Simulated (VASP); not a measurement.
# SnTe (P1) in VASP: relaxation of cell and atoms with PBE

Aim: the relaxation of cell and atoms of SnTe with PBE.

Everything below comes from runs of VASP 6.6.1. Logs are shortened: lines on timing, memory, paths and dates and some standing lists are left out, and cuts for length are marked.

## 1. The cell of the first run

The typed cell holds 4 atoms: a = 4.490 Å, b = 4.537 Å, c = 7.775 Å, α = 73.74°, β = 73.16°, γ = 62.33°.

## 2. Relaxation of cell and atoms, PBE

INCAR

```
PREC     = Accurate       # precision mode
ENCUT    = 600            # plane-wave cutoff, eV
EDIFF    = 1E-6           # SCF threshold, eV
ISMEAR   = 0              # smearing method
SIGMA    = 0.1            # smearing width, eV
LREAL    = F              # projectors in reciprocal space
LASPH    = T              # aspherical terms in the spheres
NELM     = 100            # most SCF steps
ALGO     = Normal         # electronic algorithm
ISIF     = 3              # what is computed and relaxed
LWAVE    = F              # write WAVECAR
LCHARG   = F              # write CHGCAR
GGA      = PE             # functional
IBRION   = 2              # ionic algorithm
NSW      = 80             # ionic steps
EDIFFG   = -0.025         # ionic threshold
```

KPOINTS

```
regular mesh
0
Gamma
  4 4 4
```

POSCAR

```
SnTe
1.0
   -0.0322692012     -4.4895122377      0.0732538373
    2.2906087927     -2.1766401083     -3.2552402583
    6.7202323411     -2.2483337271      3.1989411674
Sn Te
2 2
Direct
    0.3411775121      0.9537231451      0.3552307888
    0.8654801432      0.4333134223      0.8391564671
    0.0709261040      0.7287964976      0.1116337070
    0.5974162407      0.2591669349      0.5689790370
```

Potentials or basis: VASP PAW PBE potentials, release 64 (Sn_d, Te).

On the command line:

```sh
$ cat potpaw_PBE.64/Sn_d/POTCAR potpaw_PBE.64/Te/POTCAR > POTCAR
$ mpirun -np 1 vasp_std > vasp.out
```

OUTCAR:

```text
PREC = Accurate
   ENCUT = 600
   EDIFF = 1E-6
   ISMEAR = 0
   LREAL = F
   LASPH = T
   NELM = 100
   ISIF = 3
   GGA = PE
   IBRION = 2
   NSW = 80
   EDIFFG = -0.025

 ion  position               nearest neighbor table
   1  0.341  0.954  0.355-   4 2.97   4 3.10   3 3.11   3 3.12   4 3.14   3 3.33
   2  0.865  0.433  0.839-   4 3.12   3 3.19   4 3.22   3 3.32   3 3.43   4 3.57
   3  0.071  0.729  0.112-   1 3.11   1 3.12   2 3.19   2 3.32   1 3.33   2 3.43
   4  0.597  0.259  0.569-   1 2.97   1 3.10   2 3.12   1 3.14   2 3.22   2 3.57

  Warning from LATTYP: Got some problem with cell dimensions!
  Tried to take original basis but could not verify dimensions!
  LATTYP: Found a triclinic cell.
 ALAT       =     4.4902257803
 B/A-ratio  =     1.0403970759
 C/A-ratio  =     1.7315262594
 COS(alpha) =     0.0065384126
 COS(beta)  =     0.2896315374
 COS(gamma) =     0.5102085488

  Lattice vectors:

 A1 = (   0.0322692012,   4.4895122377,  -0.0732538373)
 A2 = (   2.3228779939,   2.3128721294,  -3.3284940956)
 A3 = (  -6.7202323411,   2.2483337271,  -3.1989411674)

Analysis of symmetry for initial positions (statically):
=====================================================================
 Subroutine PRICEL returns:
 Original cell was already a primitive cell.

 Routine SETGRP: Setting up the symmetry group for a
 triclinic supercell.

 Subroutine GETGRP returns: Found  1 space group operations
 (whereof  1 operations were pure point group operations)
 out of a pool of  2 trial point group operations.

The static configuration has the point symmetry C_1 .

Analysis of symmetry for dynamics (positions and initial velocities):
=====================================================================
 Subroutine PRICEL returns:
 Original cell was already a primitive cell.

 Routine SETGRP: Setting up the symmetry group for a
 triclinic supercell.

 Subroutine GETGRP returns: Found  1 space group operations
 (whereof  1 operations were pure point group operations)
 out of a pool of  2 trial point group operations.

The dynamic configuration has the point symmetry C_1 .

 Subroutine INISYM returns: Found  1 space group operations
 (whereof  1 operations are pure point group operations),
 and found     1 'primitive' translations

----------------------------------------------------------------------------------------

                                     Primitive cell

  volume of cell :     132.2646

  direct lattice vectors                    reciprocal lattice vectors
    -0.032269201 -4.489512238  0.073253837    -0.107979110 -0.220796049  0.071655429
     2.290608793 -2.176640108 -3.255240258     0.107337792 -0.004502416 -0.228656232
     6.720232341 -2.248333727  3.198941167     0.111699518  0.000474442  0.078282150

  length of vectors
     4.490225780  4.536655149  7.774943849     0.256017351  0.252636786  0.136400522

  position of ions in fractional coordinates (direct lattice)
     0.341177512  0.953723145  0.355230789
     0.865480143  0.433313422  0.839156467
     0.070926104  0.728796498  0.111633707
     0.597416241  0.259166935  0.568979037

  ion indices of the primitive-cell ions
   primitive index   ion index
                 1           1
                 2           2
                 3           3
                 4           4

----------------------------------------------------------------------------------------

 KPOINTS: regular mesh

Automatic generation of k-mesh.
 Grid dimensions read from file:
 generate k-points for:    4    4    4

 Generating k-lattice:

  Cartesian coordinates                     Fractional coordinates (reciprocal lattice)
    -0.026994777 -0.055199012  0.017913857     0.250000000 -0.000000000 -0.000000000
     0.026834448 -0.001125604 -0.057164058     0.000000000  0.250000000 -0.000000000
     0.027924879  0.000118611  0.019570538     0.000000000 -0.000000000  0.250000000

  Length of vectors
     0.064004338  0.063159197  0.034100130

  Shift w.r.t. Gamma in fractional coordinates (k-lattice)
     0.000000000  0.000000000  0.000000000

 Subroutine IBZKPT returns following result:
 ===========================================

 Found     36 irreducible k-points:

 Following reciprocal coordinates:
            Coordinates               Weight
  0.000000  0.000000  0.000000      1.000000
  0.250000 -0.000000 -0.000000      2.000000
  0.500000 -0.000000 -0.000000      1.000000
  0.000000  0.250000 -0.000000      2.000000
  0.250000  0.250000 -0.000000      2.000000
  0.500000  0.250000 -0.000000      2.000000
[... 16 lines left out ...]
 -0.000000 -0.250000  0.250000      2.000000
  0.250000 -0.250000  0.250000      2.000000
 [... further k-points ...]
   k-points           NKPTS =     36   k-points in BZ     NKDIM =     36   number of bands    NBANDS=     24
   number of dos      NEDOS =    301   number of ions     NIONS =      4
   total plane-waves  NPLWV =  82944
   dimension x,y,z NGX =    36 NGY =   36 NGZ =   64
   dimension x,y,z NGXF=    72 NGYF=   72 NGZF=  128
   ions per type =               2   2
   NGX,Y,Z   is equivalent  to a cutoff of  13.33, 13.19, 13.68 a.u.
   NGXF,Y,Z  is equivalent  to a cutoff of  26.66, 26.38, 27.37 a.u.
 SYSTEM =  unknown system
   PREC   = accura    normal or accurate (medium, high low for compatibility)
   ISTART =      0    job   : 0-new  1-cont  2-samecut
   ICHARG =      2    charge: 1-file 2-atom 10-const
   ISPIN  =      1    spin polarized calculation?
   LNONCOLLINEAR =      F non collinear calculations
   LSORBIT =      F    spin-orbit coupling
   LASPH  =      T    aspherical Exc in radial PAW
   ENCUT  =  600.0 eV  44.10 Ry    6.64 a.u.   8.97  9.06 15.53*2*pi/ulx,y,z
   NELM   =    100;   NELMIN=  2; NELMDL= -5     # of ELM steps
   EDIFF  = 0.1E-05   stopping-criterion for ELM
   LREAL  =      F    real-space projection
   EDIFFG = -.3E-01   stopping-criterion for IOM
   NSW    =     80    number of steps for IOM
   IBRION =      2    ionic relax: 0-MD 1-quasi-New 2-CG
   NFREE  =      1    steps in history (QN), initial steepest desc. (CG)
   ISIF   =      3    stress and relaxation
   ISYM   =      2    0-nonsym 1-usesym 2-fastsym
   POTIM  = 0.5000    time-step for ionic-motion
   TEBEG  =    0.0;   TEEND  =   0.0 temperature during run
   PSTRESS=    0.0 pullay stress
   NELECT =      40.0000    total number of electrons
   NUPDOWN=      -1.0000    fix difference up-down
   EMIN   =  10.00;   EMAX   =-10.00  energy-range for DOS
   EFERMI =   0.00;   METHOD = LEGACY
   ISMEAR =     0;   SIGMA  =   0.10  broadening in eV -4-tet -1-fermi 0-gaus
   EFERMI_NEDOS =   21; number of points for ismear=-14 and -15
   IALGO  =     38    algorithm
   IMIX   =      4    mixing-type and parameters
     AMIX     =   0.40;   BMIX     =  1.00
     AMIX_MAG =   1.60;   BMIX_MAG =  1.00
  volume/ion in A,a.u.               =      33.07       223.14
  Fermi-wavevector in a.u.,A,eV,Ry     =   1.098872  2.076566 16.429294  1.207519
  Thomas-Fermi vector in A             =   2.235257
   LORBIT       =      0    0 simple, 1 ext, 2 COOP (PROOUT), +10 PAW based schemes
   GGA     = PE    functional components
   LHFCALC =     F    Hartree Fock is set to
   AEXX    =    0.0000 exact exchange contribution
   IVDW    =     0    specifies the selected vdW correction
   LEPSILON=     F    determine dielectric tensor
   LRPA    =     F    only Hartree local field effects (RPA)
 conjugate gradient relaxation of ions
 non-spin polarized calculation
 Gauss-broadening in eV      SIGMA  =   0.10
  energy-cutoff  :      600.00
  volume of cell :      132.26
 maximum number of plane-waves:      4442
   NGX = 17   NGY = 19   NGZ = 31

--------------------------------------- Ionic step        1  -------------------------------------------

 number of electron      39.9999999 magnetization

 Free energy of the ion-electron system (eV)
  ---------------------------------------------------
  ext. energy  EPLUGINS =         0.00000000
  ---------------------------------------------------
  free energy    TOTEN  =       -14.97970779 eV

  energy without entropy =      -14.97907958  energy(sigma->0) =      -14.97939369

------------------------ aborting loop because EDIFF is reached ----------------------------------------

  FORCE on cell =-STRESS in cart. coord.  units (eV):
  Direction    XX          YY          ZZ          XY          YZ          ZX
  --------------------------------------------------------------------------------------
  -------------------------------------------------------------------------------------
  Total        0.6736898      0.8725928     -0.1678316     -0.4234412      0.3392328      0.0698864
  in kB        8.1606933     10.5700904     -2.0330165     -5.1293252      4.1092717      0.8465644
  external PRESSURE =       5.5659224 kB  Pullay stress =       0.0000000 kB
[... 95 lines left out ...]
  FREE ENERGIE OF THE ION-ELECTRON SYSTEM (eV)
  ---------------------------------------------------
  free  energy   TOTEN  =       -15.0948334281 eV

  energy  without entropy=      -15.0946039956  energy(sigma->0) =      -15.09471871

[... ionic steps 4 to 38 ...]

--------------------------------------- Ionic step       39  -------------------------------------------

 number of electron      39.9999996 magnetization

------------------------ aborting loop because EDIFF is reached ----------------------------------------

  FORCE on cell =-STRESS in cart. coord.  units (eV):
  Direction    XX          YY          ZZ          XY          YZ          ZX
  --------------------------------------------------------------------------------------
  -------------------------------------------------------------------------------------
  Total       -0.0397384      0.0391117      0.0248788      0.0151219      0.0017613     -0.0227369
  in kB       -0.4724739      0.4650231      0.2957999      0.1797931      0.0209411     -0.2703336
  external PRESSURE =       0.0961164 kB  Pullay stress =       0.0000000 kB
[... 61 lines left out ...]
  energy  without entropy=      -15.1719258396  energy(sigma->0) =      -15.17199706

--------------------------------------- Ionic step       41  -------------------------------------------

 number of electron      39.9999995 magnetization

 Free energy of the ion-electron system (eV)
  ---------------------------------------------------
  ext. energy  EPLUGINS =         0.00000000
  ---------------------------------------------------
  free energy    TOTEN  =       -15.17210697 eV

  energy without entropy =      -15.17196414  energy(sigma->0) =      -15.17203556

 E-fermi :   6.0525     XC(G=0):  -9.1539

 val. band max:        5.8658104461   @ k =   0.0000   0.5000   0.5000
 cond. band min:       6.2380988068   @ k =   0.5000  -0.0000   0.5000
 fundamental gap:      0.3722883607
 Fermi energy:         6.0525451166

 k-point     1 :       0.0000    0.0000    0.0000
  band No.  band energies     occupation
      1     -15.7441      2.00000
      2     -15.7437      2.00000
      3     -15.7406      2.00000
      4     -15.7403      2.00000
      5     -15.7311      2.00000
      6     -15.7310      2.00000
[... 637 lines left out ...]
     23       8.4605      0.00000
     24       9.5999      0.00000

 [... further k-points ...]
[... 5 lines left out ...]
  --------------------------------------------------------------------------------------
  -------------------------------------------------------------------------------------
  Total        0.0306103      0.0789844     -0.0154298     -0.0201792      0.0002996     -0.0159540
  in kB        0.3642315      0.9398336     -0.1835984     -0.2401120      0.0035651     -0.1898358
  external PRESSURE =       0.3734889 kB  Pullay stress =       0.0000000 kB
[... 19 lines left out ...]
  FREE ENERGIE OF THE ION-ELECTRON SYSTEM (eV)
  ---------------------------------------------------
  free  energy   TOTEN  =       -15.1721069697 eV

  energy  without entropy=      -15.1719641411  energy(sigma->0) =      -15.17203556

 reached required accuracy - stopping structural energy minimisation
```

Run time: 32 min. Hardware: 1 thread of Intel Xeon 6975P-C (Granite Rapids), shared host; peak memory 0.39 GiB.

What came out:

| Item | Value |
| --- | --- |
| Free energy | -15.1721 eV |
| Relaxed volume | 33.66 Å³/atom |
| Relaxed cell | a = 4.524 Å, b = 4.528 Å, c = 8.023 Å, α = 73.64°, β = 73.66°, γ = 60.05° |
| Space group after relaxing (to 0.05 Å) | R3m (No. 160) |
| Energy gained by relaxing | 48.1 meV/atom |
| Ionic steps | 41 |
| Pressure after relaxing | 0.0 GPa |
| Largest force after relaxing | 0.023 eV/Å |
| Band gap on the k mesh | 0.37 eV, indirect (the least direct gap lies 2.3 meV higher) |

Forces in eV/Å, atoms in the order of the input:
```
Sn   0.010  0.003  0.021
Sn  -0.011 -0.002 -0.013
Te   0.005  0.013  0.009
Te  -0.005 -0.014 -0.017
```

The path:
```tsv
step	energy change (eV)	largest force (eV/Å)	pressure (GPa)	volume (Å³)
1	0.0000	0.7976	0.56	132.26
3	-0.1151	0.3470	-1.09	137.39
5	-0.1607	0.1375	0.26	132.43
7	-0.1648	0.1295	-0.03	133.36
9	-0.1690	0.0587	-0.12	133.71
11	-0.1702	0.0744	0.13	132.87
13	-0.1713	0.0548	0.03	133.21
15	-0.1725	0.0486	-0.06	133.49
17	-0.1735	0.0531	0.02	133.30
19	-0.1755	0.1084	0.24	132.77
21	-0.1776	0.1311	0.19	133.23
23	-0.1782	0.1471	0.15	133.57
25	-0.1814	0.1208	-0.12	134.80
27	-0.1819	0.1057	-0.29	135.60
29	-0.1854	0.0824	-0.08	135.29
31	-0.1857	0.1014	0.01	135.17
33	-0.1871	0.0602	-0.02	135.20
35	-0.1891	0.0465	-0.01	135.10
37	-0.1894	0.0871	0.04	134.61
39	-0.1921	0.0359	0.01	134.75
41	-0.1924	0.0234	0.04	134.65
```

Final structure:
```yaml
crystal:
  lattice:
    - [-0.00205, -4.52350, -0.00022]
    - [2.26295, -2.26097, -3.20409]
    - [6.95061, -2.26027, 3.30976]
  atoms:
    - { symbol: Sn, position: [0.33621, 0.96300, 0.36329] }
    - { symbol: Sn, position: [0.83754, 0.46168, 0.86397] }
    - { symbol: Te, position: [0.10154, 0.72540, 0.07372] }
    - { symbol: Te, position: [0.59971, 0.22492, 0.57403] }
```

Caveat: spin-orbit coupling is left out, which moves the levels of the heavy elements. A k mesh can miss the band edges.
